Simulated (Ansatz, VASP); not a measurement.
## One calculation of CdH2O2, two programs

```xyz
5
Lattice="3.6290 0.0000 0.0000 -1.8145 3.1428 0.0000 0.0000 0.0000 4.7929" Properties=species:S:1:pos:R:3 pbc="T T T"
Cd    0.0000    0.0000    0.0000
H     1.8145    1.0476    2.6407
H     0.0000    2.0952    2.1522
O     1.8145    1.0476    3.6396
O     0.0000    2.0952    1.1533
```

Alike in both runs: task single point; functional r2SCAN; k mesh 6 × 6 × 4; no spin polarisation.

```csv
,VASP,Ansatz
version,VASP 6.6.1,Ansatz 0.2.0
potentials or method,"VASP PAW PBE potentials, release 64 (Cd, H, O), cutoff 520 eV","plane waves, PAW"
occupations,"gaussian, width 0.01 eV",fixed
valence electrons in the cell,26,34
```

VASP gave:

```
pressure (GPa)                                                : -9.2
traceless stress, the component that is largest in VASP (GPa) : -4.04
```

Which values does Ansatz return?

Pressure (GPa): -9.8; traceless stress, the component that is largest in VASP (GPa): -4.49.

VASP's potentials were made for PBE, not for r2SCAN. VASP's potentials hold 26 valence electrons a cell and Ansatz's 34, so a difference there can come from the potentials and not from the codes.
